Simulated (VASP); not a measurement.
Wanted: the native input for a VASP 6.6.1 run.

* Task: single point
* Functional: LDA
* Potentials or basis: VASP PAW LDA potentials, release 64 (Ir_sv_GW)
* Cutoff: 560 eV
* k mesh: 8 × 8 × 8
* Occupations: gaussian, width 0.15 eV
* Spin: no spin polarisation
* Dipole correction: no
* Further INCAR settings: ALGO = Normal; EDIFF = 1e-06; NBANDS = 14

The structure of Ir lies in POSCAR:

```
Ir
1.0
    0.0000000000      1.9197000000      1.8909045000
    1.9197000000      0.0000000000      1.8909045000
    1.9197000000      1.9197000000      0.0000000000
Ir
1
Direct
    0.0000000000      0.0000000000      0.0000000000
```

This cell differs from its parent crystal: strain -0.0150 x Voigt [0, 0, 1, 0, 0, 0].

One way to write it, as run:

INCAR

```
SYSTEM = Ir
PREC = Accurate ; ENCUT = 560
EDIFF = 1E-6 ; ISMEAR = 0
SIGMA = 0.15 ; LREAL = .False.
LASPH = .True. ; NELM = 120
ALGO = Normal ; ISIF = 2
LWAVE = .False. ; LCHARG = .True.
LELF = .True. ; LVHAR = .True.
NBANDS = 14 ; GGA_COMPAT = .False.
```

KPOINTS

```
regular mesh
0
Gamma
  8 8 8
  0 0 0
```

Potentials or basis: VASP PAW LDA potentials, release 64 (Ir_sv_GW).

The run is started by

```bash
$ cat potpaw_LDA.64/Ir_sv_GW/POTCAR > POTCAR
$ mpirun -np 1 vasp_std > vasp.out
```

Results of the run:

```json
{"Pressure": "-1.6 GPa", "Band gap on the k mesh": "zero (an odd number of electrons rules out a gap without spin polarisation)"}
```

Caveat: the cell differs from its parent crystal (strain -0.0150 x Voigt [0, 0, 1, 0, 0, 0]); the stress differs along the axes, from -3 to 2 GPa; spin-orbit coupling is left out, which moves the levels of the heavy elements.

Run time: 10 s on 1 thread of Intel(R) Xeon(R) Platinum 8375C CPU @ 2.90GHz (Ice Lake), with other jobs on the host, peak memory 0.14 GiB.
